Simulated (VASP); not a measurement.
Set up this calculation in VASP 6.6.1, as the native input.

```yaml
Task: single point
Functional: PBEsol
Potentials_or_basis: VASP PAW PBE potentials, release 64 (Ag, I)
Cutoff: 500 eV
k_mesh: 6 × 6 × 6
Occupations: fermi-dirac, width 0.02 eV
Spin: no spin polarisation
Dipole_correction: no
Further_INCAR_settings: ALGO = Normal; EDIFF = 1e-06; NBANDS = 16
```

The structure of AgI lies in POSCAR:

```
AgI
1.0
    0.0000000000      3.2247460188      3.2247460188
    3.2247460188      0.0000000000      3.2247460188
    3.2247460188      3.2247460188      0.0000000000
Ag I
1 1
Direct
    0.0000000000      0.0000000000      0.0000000000
    0.2500000000      0.2500000000      0.2500000000
```

These files were run (other wordings do the same):

INCAR

```
SYSTEM = AgI
PREC = Accurate
ENCUT = 500
EDIFF = 1E-6
ISMEAR = -1
SIGMA = 0.02
LREAL = .FALSE.
LASPH = .TRUE.
NELM = 120
ALGO = Normal
ISIF = 2
LWAVE = .FALSE.
LCHARG = .TRUE.
GGA = PS
LELF = .TRUE.
LVHAR = .TRUE.
NBANDS = 16
GGA_COMPAT = .FALSE.
```

KPOINTS

```
Automatic mesh
0
G
  6 6 6
  0 0 0
```

Potentials or basis: VASP PAW PBE potentials, release 64 (Ag, I).

Command:

```console
$ cat potpaw_PBE.64/Ag/POTCAR potpaw_PBE.64/I/POTCAR > POTCAR
$ mpirun -np 1 vasp_std > vasp.out
```

It gave:

- Pressure: 0.0 GPa
- Band gap on the k mesh: 1.20 eV, direct

Caveat: the PAW data sets were made with another functional, which shifts forces and pressure a little; spin-orbit coupling is left out, which moves the levels of the heavy elements.

It took 20 s on 1 thread of Intel(R) Xeon(R) Platinum 8488C (Sapphire Rapids) (shared host), peak memory 0.2 GiB.
